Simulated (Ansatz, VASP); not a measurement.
# MgI2: VASP beside Ansatz

INCAR

```
SYSTEM = MgI2
ALGO = Normal
EDIFF = 1E-6
ENCUT = 520
GGA = PE
ISIF = 2
ISMEAR = 0
IVDW = 12
LASPH = .True.
LCHARG = .True.
LELF = .True.
LREAL = .False.
LVHAR = .True.
LWAVE = .False.
NBANDS = 15
NELM = 100
PREC = Accurate
SIGMA = 0.1
```

Contents of KPOINTS:

```
k-points
0
Gamma
  6 6 4
  0 0 0
```

Contents of POSCAR:

```
MgI2
1.0
    4.1537001214      0.0000000000      0.0000000000
   -2.0768500607      3.5972098248      0.0000000000
    0.0000000000      0.0000000000      6.8620000000
Mg I
1 2
Direct
    0.0000000000      0.0000000000      0.0000000000
    0.3333333333      0.6666666667      0.7576300000
    0.6666666667      0.3333333333      0.2423700000
```

Input for Ansatz:

```yaml
crystal:
  lattice:
    - [4.1537001214, 0.0, 0.0]
    - [-2.0768500607, 3.5972098248, 0.0]
    - [0.0, 0.0, 6.862]
  atoms:
    - { symbol: Mg, position: [0.0, 0.0, 0.0] }
    - { symbol: I, position: [0.3333333333, 0.6666666667, 0.75763] }
    - { symbol: I, position: [0.6666666667, 0.3333333333, 0.24237] }
basis:
  ecutwfc: 420
kpoints:
  mp_grid: { grid: [6, 6, 4] }
hamiltonian:
  xc: pbe
  dispersion: d3bj
scf:
  occupations: { method: gaussian, width: 0.1 }
output:
  forces: true
  stress: true
  eigenvalues: true
```

Alike in both runs: task single point; functional PBE; dispersion D3(BJ); k mesh 6 × 6 × 4; occupations gaussian, width 0.1 eV; no spin polarisation.

|  | VASP | Ansatz |
| --- | --- | --- |
| version | VASP 6.6.1 | Ansatz 0.2.0 |
| potentials or method | VASP PAW PBE potentials, release 64 (Mg, I), cutoff 520 eV | scalar-relativistic, plane waves, PAW |
| valence electrons in the cell | 16 | 44 |

|  | VASP | Ansatz | Ansatz less VASP |
| --- | --- | --- | --- |
| gap on the k mesh at the Fermi level (eV) | 3.51 | 3.53 | +0.019 |
| least direct gap on the mesh (eV) | 3.69 | 3.70 | +0.018 |
| pressure (GPa) | -0.3 | -0.3 | +0.06 |
| traceless stress, the component that is largest in VASP (GPa) | 0.24 | 0.23 | -0.006 |
| rms of the force components (eV/Å) | 0.014 | 0.018 | +0.0047 |

Atom by atom the forces differ by 0.005 eV/Å (rms over components). VASP's potentials hold 16 valence electrons a cell and Ansatz's 44, so a difference there can come from the potentials and not from the codes.

Spin-orbit coupling is off throughout.
